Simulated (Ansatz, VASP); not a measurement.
**Cd3Cl3O: VASP beside Ansatz**

```xyz
7
Lattice="3.9116 2.2584 3.1283 -3.9116 2.2584 3.1283 0.0000 -4.5167 3.1283" Properties=species:S:1:pos:R:3 pbc="T T T"
Cd    1.7215   -0.9939    3.3981
Cd    0.0000    1.9878    3.3981
Cd   -1.7215   -0.9939    3.3981
Cl    0.0000    2.2720    7.6770
Cl   -1.9676   -1.1360    7.6770
Cl    1.9676   -1.1360    7.6770
O     0.0000    0.0000    4.3282
```

Change from the starting cell: the structure that the rattled cell fell into.

Alike in both runs: functional PBE; k mesh 6 × 6 × 6; occupations gaussian, width 0.1 eV; no spin polarisation.

Ansatz relaxed the structure, and its values are those at the end. VASP's run is a single point on that final structure, the one shown.

|  | VASP | Ansatz |
| --- | --- | --- |
| version | VASP 6.6.1 | Ansatz 0.2.0 |
| potentials or method | VASP PAW PBE potentials, release 64 (Cd, Cl, O), cutoff 520 eV | scalar-relativistic, plane waves, PAW |
| valence electrons in the cell | 63 | 87 |

Ansatz gave:

```
gap on the k mesh at the Fermi level (eV) : none
pressure (GPa)                            : 0.0
rms of the force components (eV/Å)        : 0.001
```

Question: What did VASP give for the same quantities?

Answer: gap on the k mesh at the Fermi level (eV): none; pressure (GPa): 0.3; rms of the force components (eV/Å): 0.047.

A gap of «none» marks a metal or a gap that the smearing closes. VASP's potentials hold 63 valence electrons a cell and Ansatz's 87, so a difference there can come from the potentials and not from the codes.
